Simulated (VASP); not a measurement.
Wanted: the native input for a VASP 6.6.1 run.

* Task: single point
* Functional: PBEsol
* Potentials or basis: VASP PAW PBE potentials, release 64 (Al, Cu)
* Cutoff: 520 eV
* k mesh: 4 × 3 × 3
* Occupations: fermi-dirac, width 0.1069 eV
* Spin: no spin polarisation
* Dipole correction: no
* Further INCAR settings: LREAL = Auto; ALGO = Normal; EDIFF = 1e-06; NBANDS = 78

The structure of Al3Cu2 lies in POSCAR:

```
Al3Cu2
1.0
    6.8921920000     -0.1854640000     -0.0600550000
   -0.1854640000      6.9738980000      0.0067840000
   -0.0600550000      0.0067840000      7.0022850000
Al Cu
12 8
Direct
    0.5075571722      0.0279027697      0.8350089393
    0.2838128279      0.9440087750      0.5893353248
    0.0561898026      0.0753513382      0.8956522920
    0.4319862322      0.7015152413      0.3312925265
    0.8512827267      0.3755861948      0.9388235224
    0.6183387497      0.4888715254      0.6494993649
    0.8613342875      0.1473703231      0.5891870908
    0.7320247859      0.8241217998      0.0626848067
    0.1418547701      0.4345653169      0.4522678435
    0.1177819472      0.7290806647      0.1195649357
    0.4362142582      0.3946507667      0.1265738774
    0.3441033743      0.6580710327      0.8460198938
    0.9783197605      0.8764672732      0.4149586194
    0.8132207869      0.1693372684      0.2256723534
    0.1999651142      0.0597128215      0.2394360333
    0.9691849155      0.7322436488      0.7909648582
    0.3298528167      0.3167636956      0.7608475952
    0.6071855635      0.8357137687      0.5997333343
    0.8218597660      0.5614404141      0.3513433343
    0.5124152062      0.2025076680      0.4222774876
```

The input as run:

INCAR

```
SYSTEM = Al3Cu2
PREC     = Accurate       ! precision mode
ENCUT    = 520            ! plane-wave cutoff, eV
EDIFF    = 1E-6           ! SCF threshold, eV
ISMEAR   = -1             ! smearing method
SIGMA    = 0.1069         ! smearing width, eV
LREAL    = Auto         
LASPH    = .True.         ! aspherical terms in the spheres
NELM     = 100            ! most SCF steps
ALGO     = Normal         ! electronic algorithm
ISIF     = 2              ! what is computed and relaxed
LWAVE    = .False.        ! write WAVECAR
LCHARG   = .True.         ! write CHGCAR
GGA      = PS             ! functional
LELF     = .True.         ! ELF
LVHAR    = .True.       
NBANDS   = 78             ! bands
```

KPOINTS

```
Automatic mesh
0
Gamma
  4 3 3
  0 0 0
```

Potentials or basis: VASP PAW PBE potentials, release 64 (Al, Cu).

The run is started by

```console
$ cat potpaw_PBE.64/Al/POTCAR potpaw_PBE.64/Cu/POTCAR > POTCAR
$ mpirun -np 1 vasp_std > vasp.out
```

It gave:

| Quantity | Value |
| --- | --- |
| Pressure | -5.2 GPa |
| Largest force | 3.194 eV/Å |
| Band gap on the k mesh | zero (bands 62 and 63 overlap by 0.47 eV) |

Caveat: the atoms stand as in a frame of molecular dynamics; the PAW data sets were made with another functional, which shifts forces and pressure a little.

Run time: 9.5 min on 1 thread of Intel(R) Xeon(R) 6975P-C (Granite Rapids) (shared host), peak memory 0.56 GiB.
